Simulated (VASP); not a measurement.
Set up this calculation in VASP 6.6.1, as the native input.

```
Task                   : single point
Functional             : PBE
Potentials or basis    : VASP PAW PBE potentials, release 64 (Ca_sv, Zr_sv, Se)
Cutoff                 : 520 eV
k mesh                 : 4 × 4 × 4
Occupations            : gaussian, width 0.1 eV
Spin                   : no spin polarisation
Dipole correction      : no
Further INCAR settings : ALGO = Normal; EDIFF = 1e-06; NBANDS = 47
```

The structure of Ca2Zr3Se3 lies in POSCAR:

```
Ca2Zr3Se3
1.0
    4.9254268600      0.0000000000      0.0000000000
    0.0000000000      4.9254268600      0.0000000000
    0.0000000000      0.0000000000      4.9254268600
Ca Zr Se
2 3 3
Direct
    0.0000000000      0.0000000000      0.0000000000
    0.5000000000      0.5000000000      0.5000000000
    0.0000000000      0.5000000000      0.5000000000
    0.5000000000      0.0000000000      0.5000000000
    0.5000000000      0.5000000000      0.0000000000
    0.5000000000      0.0000000000      0.0000000000
    0.0000000000      0.5000000000      0.0000000000
    0.0000000000      0.0000000000      0.5000000000
```

These files were run (other wordings do the same):

INCAR

```
PREC = Accurate ; ENCUT = 520
EDIFF = 1E-6 ; ISMEAR = 0
SIGMA = 0.1 ; LREAL = False
LASPH = True ; NELM = 100
ALGO = Normal ; ISIF = 2
LWAVE = False ; LCHARG = True
GGA = PE ; LELF = True
LVHAR = True ; NBANDS = 47
```

KPOINTS

```
Automatic mesh
0
Gamma
  4 4 4
```

Potentials or basis: VASP PAW PBE potentials, release 64 (Ca_sv, Zr_sv, Se).

The run is started by

```sh
$ cat potpaw_PBE.64/Ca_sv/POTCAR potpaw_PBE.64/Zr_sv/POTCAR potpaw_PBE.64/Se/POTCAR > POTCAR
$ mpirun -np 1 vasp_std > vasp.out
```

It gave:

```yaml
Pressure: 78.1 GPa
Band_gap_on_the_k_mesh: zero (band 37 reaches 13.13 eV, above the bottom of band 38 at 10.54 eV)
```

It took 120 s on 1 thread of Intel Xeon 8259CL, with other jobs on the host, peak memory 0.23 GiB.
